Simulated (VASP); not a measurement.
# Co (P6_3/mmc) in VASP: further runs, part 3 of 3

VASP 6.6.1. Earlier steps stand in the parts before.

## 4. Single point, LDA, collinear spin, ferromagnetic start

Contents of INCAR:

```
PREC = Accurate
ENCUT = 520
EDIFF = 1E-6
ISMEAR = -1
SIGMA = 0.05
LREAL = False
LASPH = True
NELM = 150
ALGO = Normal
ISIF = 2
LWAVE = False
LCHARG = False
ISPIN = 2
MAGMOM = 1.558 1.558
LORBIT = 11
LMAXMIX = 4
NBANDS = 20
```

Contents of KPOINTS:

```
Automatic mesh
0
Gamma
  24 24 13
```

Contents of POSCAR:

```
Co
1.0
    2.4273810165      0.0000000000      0.0000000000
   -1.2136905082      2.1021736250      0.0000000000
    0.0000000000      0.0000000000      3.9230481332
Co
2
Direct
    0.3333333333      0.6666666667      0.2500000000
    0.6666666667      0.3333333333      0.7500000000
```

Potentials or basis: VASP PAW LDA potentials, release 64 (Co).

On the command line:

```sh
cat potpaw_LDA.64/Co/POTCAR > POTCAR
mpirun -np 1 vasp_std > vasp.out
```

OUTCAR:

```text
PREC = Accurate
   ENCUT = 520
   EDIFF = 1E-6
   ISMEAR = -1
   LREAL = False
   LASPH = True
   NELM = 150
   ISIF = 2
   ISPIN = 2
   LORBIT = 11

 ion  position               nearest neighbor table
   1  0.333  0.667  0.250-   2 2.41   2 2.41   2 2.41   2 2.41   2 2.41   2 2.41
   2  0.667  0.333  0.750-   1 2.41   1 2.41   1 2.41   1 2.41   1 2.41   1 2.41

  LATTYP: Found a hexagonal cell.
 ALAT       =     2.4273810165
 C/A-ratio  =     1.6161649558

  Lattice vectors:

 A1 = (   2.4273810165,   0.0000000000,   0.0000000000)
 A2 = (  -1.2136905082,   2.1021736250,   0.0000000000)
 A3 = (   0.0000000000,   0.0000000000,   3.9230481332)

Analysis of symmetry for initial positions (statically):
=====================================================================
 Subroutine PRICEL returns:
 Original cell was already a primitive cell.

 Routine SETGRP: Setting up the symmetry group for a
 hexagonal supercell.

 Subroutine GETGRP returns: Found 24 space group operations
 (whereof 12 operations were pure point group operations)
 out of a pool of 24 trial point group operations.

The static configuration has the point symmetry D_3d.
 The point group associated with its full space group is D_6h.

Analysis of symmetry for dynamics (positions and initial velocities):
=====================================================================
 Subroutine PRICEL returns:
 Original cell was already a primitive cell.

 Routine SETGRP: Setting up the symmetry group for a
 hexagonal supercell.

 Subroutine GETGRP returns: Found 24 space group operations
 (whereof 12 operations were pure point group operations)
 out of a pool of 24 trial point group operations.

The dynamic configuration has the point symmetry D_3d.
 The point group associated with its full space group is D_6h.

Analysis of structural, dynamic, and magnetic symmetry:
=====================================================================
 Subroutine PRICEL returns:
 Original cell was already a primitive cell.

 Routine SETGRP: Setting up the symmetry group for a
 hexagonal supercell.

 Subroutine GETGRP returns: Found 24 space group operations
 (whereof 12 operations were pure point group operations)
 out of a pool of 24 trial point group operations.

The overall configuration has the point symmetry D_3d.
 The point group associated with its full space group is D_6h.

 Subroutine INISYM returns: Found 24 space group operations
 (whereof 12 operations are pure point group operations),
 and found     1 'primitive' translations

----------------------------------------------------------------------------------------

                                     Primitive cell

  volume of cell :      20.0184

  direct lattice vectors                    reciprocal lattice vectors
     2.427381017  0.000000000  0.000000000     0.411966639  0.237849050  0.000000000
    -1.213690508  2.102173625  0.000000000     0.000000000  0.475698100  0.000000000
     0.000000000  0.000000000  3.923048133     0.000000000  0.000000000  0.254903831

  length of vectors
     2.427381017  2.427381017  3.923048133     0.475698100  0.475698100  0.254903831
[... 70 lines left out ...]
   NGXF,Y,Z  is equivalent  to a cutoff of  24.66, 24.66, 25.43 a.u.
 SYSTEM =  unknown system
   PREC   = accura    normal or accurate (medium, high low for compatibility)
   ISTART =      0    job   : 0-new  1-cont  2-samecut
   ICHARG =      2    charge: 1-file 2-atom 10-const
   ISPIN  =      2    spin polarized calculation?
   LNONCOLLINEAR =      F non collinear calculations
   LSORBIT =      F    spin-orbit coupling
   LASPH  =      T    aspherical Exc in radial PAW
   ENCUT  =  520.0 eV  38.22 Ry    6.18 a.u.   4.51  4.51  7.29*2*pi/ulx,y,z
   NELM   =    150;   NELMIN=  2; NELMDL= -5     # of ELM steps
   EDIFF  = 0.1E-05   stopping-criterion for ELM
   LREAL  =      F    real-space projection
   EDIFFG = 0.1E-04   stopping-criterion for IOM
   NSW    =      0    number of steps for IOM
   IBRION =     -1    ionic relax: 0-MD 1-quasi-New 2-CG
   NFREE  =      0    steps in history (QN), initial steepest desc. (CG)
   ISIF   =      2    stress and relaxation
   ISYM   =      2    0-nonsym 1-usesym 2-fastsym
   POTIM  = 0.5000    time-step for ionic-motion
   TEBEG  =    0.0;   TEEND  =   0.0 temperature during run
   PSTRESS=    0.0 pullay stress
   NELECT =      18.0000    total number of electrons
   NUPDOWN=      -1.0000    fix difference up-down
   EMIN   =  10.00;   EMAX   =-10.00  energy-range for DOS
   EFERMI =   0.00;   METHOD = LEGACY
   ISMEAR =    -1;   SIGMA  =   0.05  broadening in eV -4-tet -1-fermi 0-gaus
   EFERMI_NEDOS =   21; number of points for ismear=-14 and -15
   IALGO  =     38    algorithm
   IMIX   =      4    mixing-type and parameters
     AMIX     =   0.40;   BMIX     =  1.00
     AMIX_MAG =   1.60;   BMIX_MAG =  1.00
  volume/ion in A,a.u.               =      10.01        67.55
  Fermi-wavevector in a.u.,A,eV,Ry     =   1.580116  2.985986 33.970567  2.496766
  Thomas-Fermi vector in A             =   2.680392
   LORBIT       =     11    0 simple, 1 ext, 2 COOP (PROOUT), +10 PAW based schemes
   GGA     = CA    functional components
   LHFCALC =     F    Hartree Fock is set to
   AEXX    =    0.0000 exact exchange contribution
   IVDW    =     0    specifies the selected vdW correction
   LEPSILON=     F    determine dielectric tensor
   LRPA    =     F    only Hartree local field effects (RPA)
 spin polarized calculation
  energy-cutoff  :      520.00
  volume of cell :       20.02
 maximum number of plane-waves:       559
   NGX =  9   NGY =  9   NGZ = 15

 number of electron      17.9999991 magnetization       2.9775842

 Free energy of the ion-electron system (eV)
  ---------------------------------------------------
  ext. energy  EPLUGINS =         0.00000000
  ---------------------------------------------------
  free energy    TOTEN  =       -16.25831918 eV

  energy without entropy =      -16.24341795  energy(sigma->0) =      -16.25086856

 E-fermi :  11.0804     XC(G=0): -14.2173

 val. band max:       11.0793299005   @ k =   0.2500   0.0000   0.1538
 cond. band min:      11.0808513178   @ k =   0.3333   0.3333   0.3846
 fundamental gap:      0.0015214172
 Fermi energy:        11.0804344776

 spin component 1

 k-point     1 :       0.0000    0.0000    0.0000
  band No.  band energies     occupation
      1       1.7234      1.00000
      2       5.6554      1.00000
      3       8.5227      1.00000
      4       8.5490      1.00000
      5       8.5490      1.00000
      6       8.9137      1.00000
[... 541 lines left out ...]
     19      35.1594      0.00000
     20      36.9664      0.00000

 [... further k-points ...]

 spin component 2

 k-point     1 :       0.0000    0.0000    0.0000
  band No.  band energies     occupation
      1       1.9091      1.00000
      2       6.5194      1.00000
      3       9.8963      1.00000
      4       9.9139      1.00000
      5       9.9139      1.00000
      6      10.3235      1.00000
[... 541 lines left out ...]
     19      35.6781      0.00000
     20      37.3340      0.00000

 [... further k-points ...]

------------------------ aborting loop because EDIFF is reached ----------------------------------------

  FORCE on cell =-STRESS in cart. coord.  units (eV):
  Direction    XX          YY          ZZ          XY          YZ          ZX
  --------------------------------------------------------------------------------------
  -------------------------------------------------------------------------------------
  Total       -0.0992576     -0.0992576     -0.2156462     -0.0000000      0.0000000      0.0000000
  in kB       -7.9440912     -7.9440912    -17.2592657     -0.0000000      0.0000000      0.0000000
  external PRESSURE =     -11.0491494 kB  Pullay stress =       0.0000000 kB

 VOLUME and BASIS-vectors are now :
 -----------------------------------------------------------------------------
  energy-cutoff  :      520.00
  volume of cell :       20.02
      direct lattice vectors                 reciprocal lattice vectors
     2.427381017  0.000000000  0.000000000     0.411966639  0.237849050  0.000000000
    -1.213690508  2.102173625  0.000000000     0.000000000  0.475698100  0.000000000
     0.000000000  0.000000000  3.923048133     0.000000000  0.000000000  0.254903831

 POSITION                                       TOTAL-FORCE (eV/Angst)
 -----------------------------------------------------------------------------------
     -0.00000      1.40145      0.98076        -0.000000     -0.000000      0.000000
      1.21369      0.70072      2.94229         0.000000      0.000000      0.000000
 -----------------------------------------------------------------------------------
    total drift:                                0.000000      0.000000     -0.000000

  FREE ENERGIE OF THE ION-ELECTRON SYSTEM (eV)
  ---------------------------------------------------
  free  energy   TOTEN  =       -16.2583191804 eV

  energy  without entropy=      -16.2434179468  energy(sigma->0) =      -16.25086856

 total charge

# of ion       s       p       d       tot
------------------------------------------
    1        0.523   0.589   7.338   8.451
    2        0.523   0.589   7.338   8.451
--------------------------------------------------
tot          1.046   1.179  14.676  16.901

 magnetization (x)

# of ion       s       p       d       tot
------------------------------------------
    1       -0.013  -0.039   1.534   1.482
    2       -0.013  -0.039   1.534   1.482
--------------------------------------------------
tot         -0.027  -0.078   3.069   2.964
```

stdout:

```text
POSCAR found type information on POSCAR Co
 POSCAR found :  1 types and       2 ions
 scaLAPACK will be used
 LDA part: xc-table for (Slater(with rela. corr.)+CA(PZ))
 , standard interpolation
 POSCAR, INCAR and KPOINTS ok, starting setup
 FFT: planning ... GRIDC
 FFT: planning ... GRID_SOFT
 FFT: planning ... GRID
 WAVECAR not read
 entering main loop
```

Wall time 2.2 min (1 thread of Intel Xeon 6975P-C (Granite Rapids), shared host); peak memory 0.32 GiB.

Results:

```
Free energy                                           : -16.2583 eV
Pressure                                              : -1.1 GPa
Net moment                                            : 2.98 μB per cell
Site moments                                          : Co +1.48 μB
Valence electrons inside the program's atomic spheres : Co 8.45
```

Levels at points of the mesh, in eV from the Fermi level:
Spin up:
```tsv
k point	band 8	band 9	band 10	band 11	band 12	band 13
(0.00, 0.00, 0.00)	-1.76	-1.76	-0.49	-0.49	-0.08	7.23
(0.50, 0.00, 0.00)	-0.34	-0.22	-0.17	1.69	3.86	10.40
```
Spin down:
| k point | band 5 | band 6 | band 7 | band 8 | band 9 | band 10 |
| --- | --- | --- | --- | --- | --- | --- |
| (0.00, 0.00, 0.00) | -1.17 | -0.76 | -0.76 | -0.29 | -0.29 | 0.10 |
| (0.50, 0.00, 0.00) | -1.35 | -1.20 | -0.75 | 1.22 | 1.37 | 1.41 |

## 5. Summary

| k mesh | gap on the mesh (eV) | pressure (GPa) | moment (μB) |
| --- | --- | --- | --- |
| 16 × 16 × 9 | none | -0.9 | 2.99 |
| 21 × 21 × 12 | none | -1.0 | 2.98 |
| 24 × 24 × 13 | none | -1.1 | 2.98 |

Alike in all rows: task single point; level LDA; potentials or basis VASP PAW LDA potentials, release 64 (Co); spin collinear, ferromagnetic start; cell as given; cutoff (eV) 520; smearing fermi-dirac 0.05 eV.

Absolute energies hang on the potentials; compare differences alone.
